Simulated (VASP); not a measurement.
# WSe2 in VASP: notebook

Runs on WSe2. Level: PBE. Tasks: single point.

Everything below comes from runs of VASP 6.6.1. Logs are shortened: lines on timing, memory, paths and dates and some standing lists are left out, and cuts for length are marked.

## (1) The cell of the first run

The typed cell holds 6 atoms: a = 3.290 Å, b = 3.304 Å, c = 12.970 Å, α = 90.21°, β = 90.57°, γ = 120.43°.

## (2) Single point, PBE (equal xy, yz and zx shear strains of -1 %)

Contents of INCAR:

```
  ALGO = Normal
  EDIFF = 1E-7
  ENCUT = 520
  GGA = PE
  ISIF = 2
  ISMEAR = -1
  LASPH = T
  LCHARG = F
  LREAL = F
  LWAVE = F
  NBANDS = 35
  NELM = 100
  PREC = Accurate
  SIGMA = 0.08
```

Contents of KPOINTS:

```
k-points
0
Gamma
  11 11 3
```

Contents of POSCAR:

```
WSe2
1.0
    3.2899984505     -0.0164499922     -0.0164499922
   -1.6592453364      2.8574472326     -0.0060211151
   -0.0648500000     -0.0648500000     12.9700000000
W Se
2 4
Direct
    0.3333333333      0.6666666667      0.2500000000
    0.6666666667      0.3333333333      0.7500000000
    0.3333333333      0.6666666667      0.6210000000
    0.6666666667      0.3333333333      0.1210000000
    0.3333333333      0.6666666667      0.8790000000
    0.6666666667      0.3333333333      0.3790000000
```

Potentials or basis: VASP PAW PBE potentials, release 64 (W_sv, Se).

Launch:

```sh
$ cat potpaw_PBE.64/W_sv/POTCAR potpaw_PBE.64/Se/POTCAR > POTCAR
$ mpirun -np 1 vasp_std > vasp.out
```

OUTCAR:

```text
EDIFF = 1E-7
   ENCUT = 520
   GGA = PE
   ISIF = 2
   ISMEAR = -1
   LASPH = T
   LREAL = F
   NELM = 100
   PREC = Accurate

 ion  position               nearest neighbor table
   1  0.333  0.667  0.250-   4 2.51   6 2.52   6 2.53   4 2.54   6 2.54   4 2.54
   2  0.667  0.333  0.750-   5 2.51   3 2.52   3 2.53   5 2.54   3 2.54   5 2.54
   3  0.333  0.667  0.621-   2 2.52   2 2.53   2 2.54
   4  0.667  0.333  0.121-   1 2.51   1 2.54   1 2.54
   5  0.333  0.667  0.879-   2 2.51   2 2.54   2 2.54
   6  0.667  0.333  0.379-   1 2.52   1 2.53   1 2.54

  LATTYP: Found a triclinic cell.
 ALAT       =     3.2758397381
 B/A-ratio  =     1.0043472705
 C/A-ratio  =     3.9593891286
 COS(alpha) =     0.0099745013
 COS(beta)  =     0.0136846555
 COS(gamma) =     0.4934979113

  Lattice vectors:

 A1 = (   1.6307531141,   2.8409972404,  -0.0224711073)
 A2 = (   3.2899984505,  -0.0164499922,  -0.0164499922)
 A3 = (   0.0648500000,   0.0648500000, -12.9700000000)

Analysis of symmetry for initial positions (statically):
=====================================================================
 Subroutine PRICEL returns:
 Original cell was already a primitive cell.

 Routine SETGRP: Setting up the symmetry group for a
 triclinic supercell.

 Subroutine GETGRP returns: Found  2 space group operations
 (whereof  2 operations were pure point group operations)
 out of a pool of  2 trial point group operations.

The static configuration has the point symmetry S_2 .

Analysis of symmetry for dynamics (positions and initial velocities):
=====================================================================
 Subroutine PRICEL returns:
 Original cell was already a primitive cell.

 Routine SETGRP: Setting up the symmetry group for a
 triclinic supercell.

 Subroutine GETGRP returns: Found  2 space group operations
 (whereof  2 operations were pure point group operations)
 out of a pool of  2 trial point group operations.

The dynamic configuration has the point symmetry S_2 .

 Subroutine INISYM returns: Found  2 space group operations
 (whereof  2 operations are pure point group operations),
 and found     1 'primitive' translations

----------------------------------------------------------------------------------------

                                     Primitive cell

[... 91 lines left out ...]
   ICHARG =      2    charge: 1-file 2-atom 10-const
   ISPIN  =      1    spin polarized calculation?
   LNONCOLLINEAR =      F non collinear calculations
   LSORBIT =      F    spin-orbit coupling
   LASPH  =      T    aspherical Exc in radial PAW
   ENCUT  =  520.0 eV  38.22 Ry    6.18 a.u.   6.12  6.14 24.12*2*pi/ulx,y,z
   NELM   =    100;   NELMIN=  2; NELMDL= -5     # of ELM steps
   EDIFF  = 0.1E-06   stopping-criterion for ELM
   LREAL  =      F    real-space projection
   EDIFFG = 0.1E-05   stopping-criterion for IOM
   NSW    =      0    number of steps for IOM
   IBRION =     -1    ionic relax: 0-MD 1-quasi-New 2-CG
   NFREE  =      0    steps in history (QN), initial steepest desc. (CG)
   ISIF   =      2    stress and relaxation
   ISYM   =      2    0-nonsym 1-usesym 2-fastsym
   POTIM  = 0.5000    time-step for ionic-motion
   TEBEG  =    0.0;   TEEND  =   0.0 temperature during run
   PSTRESS=    0.0 pullay stress
   NELECT =      52.0000    total number of electrons
   NUPDOWN=      -1.0000    fix difference up-down
   EMIN   =  10.00;   EMAX   =-10.00  energy-range for DOS
   EFERMI =   0.00;   METHOD = LEGACY
   ISMEAR =    -1;   SIGMA  =   0.08  broadening in eV -4-tet -1-fermi 0-gaus
   EFERMI_NEDOS =   21; number of points for ismear=-14 and -15
   IALGO  =     38    algorithm
   IMIX   =      4    mixing-type and parameters
     AMIX     =   0.40;   BMIX     =  1.00
     AMIX_MAG =   1.60;   BMIX_MAG =  1.00
  volume/ion in A,a.u.               =      20.26       136.73
  Fermi-wavevector in a.u.,A,eV,Ry     =   1.233482  2.330943 20.700965  1.521478
  Thomas-Fermi vector in A             =   2.368211
   LORBIT       =      0    0 simple, 1 ext, 2 COOP (PROOUT), +10 PAW based schemes
   GGA     = PE    functional components
   LHFCALC =     F    Hartree Fock is set to
   AEXX    =    0.0000 exact exchange contribution
   IVDW    =     0    specifies the selected vdW correction
   LEPSILON=     F    determine dielectric tensor
   LRPA    =     F    only Hartree local field effects (RPA)
 non-spin polarized calculation
  energy-cutoff  :      520.00
  volume of cell :      121.57
 maximum number of plane-waves:      3309
   NGX = 13   NGY = 13   NGZ = 49

 number of electron      51.9999999 magnetization

 Free energy of the ion-electron system (eV)
  ---------------------------------------------------
  ext. energy  EPLUGINS =         0.00000000
  ---------------------------------------------------
  free energy    TOTEN  =       -43.11494009 eV

  energy without entropy =      -43.11483968  energy(sigma->0) =      -43.11488989

 E-fermi :   6.7044     XC(G=0): -10.7554

 val. band max:        6.2750642585   @ k =   0.0000   0.0000   0.0000
 cond. band min:       7.2175573993   @ k =   0.1818   0.1818  -0.0000
 fundamental gap:      0.9424931408
 Fermi energy:         6.7044441908

 k-point     1 :       0.0000    0.0000    0.0000
  band No.  band energies     occupation
      1     -68.0595      2.00000
      2     -68.0594      2.00000
      3     -32.3058      2.00000
      4     -32.3058      2.00000
      5     -32.1886      2.00000
      6     -32.1886      2.00000
[... 901 lines left out ...]
     34      11.0277      0.00000
     35      11.7627      0.00000

 [... further k-points ...]
[... 5 lines left out ...]
  --------------------------------------------------------------------------------------
  -------------------------------------------------------------------------------------
  Total        2.8120682      2.8190555      3.6626633      0.6695300      1.0382386      1.0384475
  in kB       37.0601451     37.1522307     48.2701072      8.8237111     13.6829086     13.6856620
  external PRESSURE =      40.8274943 kB  Pullay stress =       0.0000000 kB

 VOLUME and BASIS-vectors are now :
 -----------------------------------------------------------------------------
  energy-cutoff  :      520.00
  volume of cell :      121.57
      direct lattice vectors                 reciprocal lattice vectors
     3.289998451 -0.016449992 -0.016449992     0.304848672  0.177022777  0.002409357
    -1.659245336  2.857447233 -0.006021115     0.001763772  0.350990611  0.001763772
    -0.064850000 -0.064850000 12.970000000     0.000387462  0.000387462  0.077104877

 POSITION                                       TOTAL-FORCE (eV/Angst)
 -----------------------------------------------------------------------------------
     -0.02571      1.88327      3.23300         0.084194      0.001318      0.007656
      1.59161      0.89288      9.71453        -0.084194     -0.001318     -0.007656
     -0.04977      1.85921      8.04487        -0.099590     -0.142593     -0.220137
      1.63240      0.93367      1.55640        -0.187034     -0.144055     -0.228230
     -0.06650      1.84248     11.39113         0.187034      0.144055      0.228230
      1.61567      0.91694      4.90266         0.099590      0.142593      0.220137
 -----------------------------------------------------------------------------------
    total drift:                                0.000000      0.000000     -0.000000

  FREE ENERGIE OF THE ION-ELECTRON SYSTEM (eV)
  ---------------------------------------------------
  free  energy   TOTEN  =       -43.1149400918 eV

  energy  without entropy=      -43.1148396825  energy(sigma->0) =      -43.11488989
```

stdout:

```text
POSCAR found type information on POSCAR W Se
 POSCAR found :  2 types and       6 ions
 scaLAPACK will be used
 LDA part: xc-table for (Slater+PW92), standard interpolation
 POSCAR, INCAR and KPOINTS ok, starting setup
 FFT: planning ... GRIDC
 FFT: planning ... GRID_SOFT
 FFT: planning ... GRID
 WAVECAR not read
 entering main loop
```

It took 7.8 min on 1 thread of Intel Xeon Platinum 8488C (Sapphire Rapids), shared host; peak memory 0.71 GiB.

What came out:

| Quantity | Value |
| --- | --- |
| Free energy | -43.1149 eV |
| Pressure | 4.1 GPa |
| Largest force | 0.328 eV/Å |
| Band gap on the k mesh | 0.94 eV (least direct gap 1.73 eV) |

Forces on the atoms (eV/Å):
```
W    0.084  0.001  0.008
W   -0.084 -0.001 -0.008
Se  -0.100 -0.143 -0.220
Se  -0.187 -0.144 -0.228
Se   0.187  0.144  0.228
Se   0.100  0.143  0.220
```

Caveat: the cell differs from its parent crystal (equal xy, yz and zx shear strains of -1 %); the cell stands under pressure; spin-orbit coupling is left out, which moves the levels of the heavy elements. A k mesh can miss the band edges.

## (3) Single point, PBE (19.45 Å³/atom)

This run uses another cell than the first one, of 19.45 Å³/atom.

Contents of INCAR:

```
SYSTEM = WSe2
PREC = Accurate
ENCUT = 520
EDIFF = 1E-7
ISMEAR = -1
SIGMA = 0.08
LREAL = .False.
LASPH = .True.
NELM = 80
ALGO = Normal
ISIF = 2
LWAVE = .False.
LCHARG = .True.
GGA = PE
LELF = .True.
LVHAR = .True.
NBANDS = 35
```

Contents of KPOINTS:

```
Automatic mesh
0
Gamma
  11 11 3
  0 0 0
```

POSCAR: that of step 2 with these lines changed.

```diff
@@ -2,5 +2,5 @@
 1.0
-    3.2899984505     -0.0164499922     -0.0164499922
-   -1.6592453364      2.8574472326     -0.0060211151
-   -0.0648500000     -0.0648500000     12.9700000000
+    3.2455335613      0.0000000000      0.0000000000
+   -1.6227667806      2.8107145128      0.0000000000
+    0.0000000000      0.0000000000     12.7947082416
 W Se
```

Potentials or basis: VASP PAW PBE potentials, release 64 (W_sv, Se).

Launch:

```sh
$ cat potpaw_PBE.64/W_sv/POTCAR potpaw_PBE.64/Se/POTCAR > POTCAR
$ mpirun -np 1 vasp_std > vasp.out
```

It took 63 s on 1 thread of Intel Xeon Platinum 8559C (Emerald Rapids), shared host; peak memory 0.28 GiB.

It converged, with:

```yaml
Free_energy: -42.9084 eV
Pressure: 10.7 GPa
Largest_force: 0.945 eV/Å
Band_gap_on_the_k_mesh: 0.91 eV (least direct gap 1.84 eV)
```

Forces in eV/Å, atoms in the order of the input:
```
W    0.000  0.000  0.000
W    0.000  0.000  0.000
Se   0.000  0.000 -0.945
Se   0.000  0.000 -0.945
Se   0.000  0.000  0.945
Se   0.000  0.000  0.945
```

Stress tensor (GPa, compression positive):
```
 9.92  0.00  0.00
 0.00  9.92  0.00
 0.00  0.00 12.19
```

Levels at points of the mesh, in eV from the valence-band top:
| k point | band 23 | band 24 | band 25 | band 26 | band 27 | band 28 | band 29 | band 30 |
| --- | --- | --- | --- | --- | --- | --- | --- | --- |
| (0.00, 0.00, 0.00) | -1.60 | -1.25 | -1.09 | 0.00 | 2.72 | 2.72 | 2.77 | 2.77 |

Caveat: the cell stands under pressure; spin-orbit coupling is left out, which moves the levels of the heavy elements; this functional lacks dispersion, which binds layers or chains, so the pressure and a relaxed spacing across them are unreliable.

## (4) Single point, PBE (20.06 Å³/atom)

This run uses another cell than the first one, of 20.06 Å³/atom.

Contents of INCAR:

```
SYSTEM = WSe2
ALGO = Normal
EDIFF = 1E-6
ENCUT = 520
GGA = PE
ISIF = 2
ISMEAR = -1
LASPH = .True.
LCHARG = .False.
LREAL = .False.
LWAVE = .False.
NBANDS = 35
NELM = 100
PREC = Accurate
SIGMA = 0.08
```

Contents of KPOINTS:

```
k-points
0
Gamma
  11 11 3
  0 0 0
```

POSCAR: that of step 3 with these lines changed.

```diff
@@ -2,5 +2,5 @@
 1.0
-    3.2455335613      0.0000000000      0.0000000000
-   -1.6227667806      2.8107145128      0.0000000000
-    0.0000000000      0.0000000000     12.7947082416
+    3.2789950290      0.0000000000      0.0000000000
+   -1.6394975145      2.8396929940      0.0000000000
+    0.0000000000      0.0000000000     12.9266217496
 W Se
```

Potentials or basis: VASP PAW PBE potentials, release 64 (W_sv, Se).

Launch:

```sh
$ cat potpaw_PBE.64/W_sv/POTCAR potpaw_PBE.64/Se/POTCAR > POTCAR
$ mpirun -np 1 vasp_std > vasp.out
```

OUTCAR:

```text
SYSTEM = WSe2
   EDIFF = 1E-6
   ENCUT = 520
   GGA = PE
   ISIF = 2
   ISMEAR = -1
   LASPH = .True.
   LREAL = .False.
   NELM = 100
   PREC = Accurate

 ion  position               nearest neighbor table
   1  0.333  0.667  0.250-   4 2.52   6 2.52   4 2.52   6 2.52   4 2.52   6 2.52
   2  0.667  0.333  0.750-   3 2.52   5 2.52   3 2.52   5 2.52   3 2.52   5 2.52
   3  0.333  0.667  0.621-   2 2.52   2 2.52   2 2.52
   4  0.667  0.333  0.121-   1 2.52   1 2.52   1 2.52
   5  0.333  0.667  0.879-   2 2.52   2 2.52   2 2.52
   6  0.667  0.333  0.379-   1 2.52   1 2.52   1 2.52
[... 1120 lines left out ...]
  -------------------------------------------------------------------------------------
  Total        3.8304831      3.8304831      4.8609338      0.0000000     -0.0000000      0.0000000
  in kB       50.9878780     50.9878780     64.7042929      0.0000000     -0.0000000      0.0000000
  external PRESSURE =      55.5600163 kB  Pullay stress =       0.0000000 kB

 VOLUME and BASIS-vectors are now :
 -----------------------------------------------------------------------------
  energy-cutoff  :      520.00
  volume of cell :      120.36
      direct lattice vectors                 reciprocal lattice vectors
     3.278995029  0.000000000  0.000000000     0.304971490  0.176075372  0.000000000
    -1.639497514  2.839692994  0.000000000     0.000000000  0.352150744  0.000000000
     0.000000000  0.000000000 12.926621750     0.000000000  0.000000000  0.077359732

 POSITION                                       TOTAL-FORCE (eV/Angst)
 -----------------------------------------------------------------------------------
     -0.00000      1.89313      3.23166        -0.000000     -0.000000      0.000000
      1.63950      0.94656      9.69497        -0.000000      0.000000      0.000000
     -0.00000      1.89313      8.02743         0.000000     -0.000000     -0.389516
      1.63950      0.94656      1.56412         0.000000     -0.000000     -0.389516
     -0.00000      1.89313     11.36250        -0.000000      0.000000      0.389516
      1.63950      0.94656      4.89919         0.000000      0.000000      0.389516
 -----------------------------------------------------------------------------------
    total drift:                               -0.000000      0.000000     -0.000000

  FREE ENERGIE OF THE ION-ELECTRON SYSTEM (eV)
  ---------------------------------------------------
  free  energy   TOTEN  =       -43.0923302725 eV

  energy  without entropy=      -43.0922298693  energy(sigma->0) =      -43.09228007
```

Run time: 52 s. Hardware: 1 thread of Intel Xeon Platinum 8559C (Emerald Rapids), shared host; peak memory 0.29 GiB.

What came out:

| Item | Value |
| --- | --- |
| Free energy | -43.0923 eV |
| Pressure | 5.6 GPa |
| Largest force | 0.390 eV/Å |
| Band gap on the k mesh | 0.94 eV (least direct gap 1.76 eV) |

Forces on the atoms (eV/Å):
```
W    0.000  0.000  0.000
W    0.000  0.000  0.000
Se   0.000  0.000 -0.390
Se   0.000  0.000 -0.390
Se   0.000  0.000  0.390
Se   0.000  0.000  0.390
```

Stress tensor (GPa, compression positive):
```
5.10 0.00 0.00
0.00 5.10 0.00
0.00 0.00 6.47
```

Levels at points of the mesh, in eV from the valence-band top:
```
           k point  band 23  band 24  band 25  band 26  band 27  band 28  band 29  band 30
(0.00, 0.00, 0.00)    -1.53    -1.14    -1.07     0.00     2.66     2.66     2.71     2.71
```

Caveat: the cell stands under pressure; spin-orbit coupling is left out, which moves the levels of the heavy elements; this functional lacks dispersion, which binds layers or chains, so the pressure and a relaxed spacing across them are unreliable.

## (5) Single point, PBE (20.67 Å³/atom)

This run uses another cell than the first one, of 20.67 Å³/atom.

Contents of INCAR:

```
SYSTEM = WSe2
PREC     = Accurate       ! precision mode
ENCUT    = 520            ! plane-wave cutoff, eV
EDIFF    = 1E-6           ! SCF threshold, eV
ISMEAR   = -1             ! smearing method
SIGMA    = 0.08           ! smearing width, eV
LREAL    = .False.        ! projectors in reciprocal space
LASPH    = .True.         ! aspherical terms in the spheres
NELM     = 60             ! most SCF steps
ALGO     = Normal         ! electronic algorithm
ISIF     = 2              ! what is computed and relaxed
LWAVE    = .False.        ! write WAVECAR
LCHARG   = .False.        ! write CHGCAR
GGA      = PE             ! functional
NBANDS   = 35             ! bands
```

Contents of KPOINTS:

```
Automatic mesh
0
Gamma
  11 11 3
  0 0 0
```

POSCAR: that of step 4 with these lines changed.

```diff
@@ -2,5 +2,5 @@
 1.0
-    3.2789950290      0.0000000000      0.0000000000
-   -1.6394975145      2.8396929940      0.0000000000
-    0.0000000000      0.0000000000     12.9266217496
+    3.3117871547      0.0000000000      0.0000000000
+   -1.6558935773      2.8680918078      0.0000000000
+    0.0000000000      0.0000000000     13.0558965430
 W Se
```

Launch:

```sh
$ cat potpaw_PBE.64/W_sv/POTCAR potpaw_PBE.64/Se/POTCAR > POTCAR
$ mpirun -np 1 vasp_std > vasp.out
```

Wall time 83 s (1 thread of Intel Xeon Platinum 8559C (Emerald Rapids), shared host); peak memory 0.3 GiB.

It converged, with:

```
Free energy            : -43.1687 eV
Pressure               : 1.2 GPa
Largest force          : 0.105 eV/Å
Band gap on the k mesh : 0.96 eV (least direct gap 1.69 eV)
```

Forces in eV/Å, atoms in the order of the input:
```
W    0.000  0.000  0.000
W    0.000  0.000  0.000
Se   0.000  0.000  0.105
Se   0.000  0.000  0.105
Se   0.000  0.000 -0.105
Se   0.000  0.000 -0.105
```

Stress tensor (GPa, compression positive):
```
1.00 0.00 0.00
0.00 1.00 0.00
0.00 0.00 1.61
```

Levels at points of the mesh, in eV from the valence-band top:
| k point | band 22 | band 23 | band 24 | band 25 | band 26 | band 27 | band 28 | band 29 | band 30 | band 31 |
| --- | --- | --- | --- | --- | --- | --- | --- | --- | --- | --- |
| (0.00, 0.00, 0.00) | -1.47 | -1.47 | -1.06 | -1.04 | 0.00 | 2.59 | 2.59 | 2.64 | 2.64 | 2.67 |

Caveat: spin-orbit coupling is left out, which moves the levels of the heavy elements; this functional lacks dispersion, which binds layers or chains, so the pressure and a relaxed spacing across them are unreliable. A k mesh can miss the band edges.

(Continued in part 2 of 2.)
